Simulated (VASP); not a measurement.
Input of a VASP 6.6.1 run:

The input INCAR:

```
PREC = Accurate
ENCUT = 520
EDIFF = 1E-6
ISMEAR = 0
SIGMA = 0.1
LREAL = False
LASPH = True
NELM = 80
ALGO = Normal
ISIF = 2
LWAVE = False
LCHARG = False
LDIPOL = True
IDIPOL = 3
DIPOL = 0.5 0.5 0.373
GGA = PE
IVDW = 12
NBANDS = 16
```

KPOINTS

```
regular mesh
0
Gamma
  9 9 1
```

The input POSCAR:

```
Si
1.0
    3.8475254748      0.0000000000      0.0000000000
   -1.9237627374      3.3320548028      0.0000000000
    0.0000000000      0.0000000000     18.4415958287
Si
4
Direct
    0.3333333333      0.6666666667      0.2695427207
    0.6666666667      0.3333333333      0.2440135898
    0.1666666667      1.3333333333      0.5011277719
    0.5000000000      1.0000000000      0.4755986410
```

Potentials or basis: VASP PAW PBE potentials, release 64 (Si).

Command:

```sh
$ cat potpaw_PBE.64/Si/POTCAR > POTCAR
$ mpirun -np 1 vasp_std > vasp.out
```

**Question.** Estimate the largest force.

**Answer.** 0.214 eV/Å.

**Question.** Predict the dispersion energy per atom.

**Answer.** -0.248 eV.

**Question.** What does it give for the band gap on the k mesh?

**Answer.** 0.42 eV.

Forces in eV/Å, atoms in the order of the input:
```
Si   0.000  0.053  0.207
Si   0.000  0.021  0.018
Si   0.000 -0.021 -0.018
Si   0.000 -0.053 -0.207
```

Caveat: the cell differs from its parent crystal (layers slid over each other).
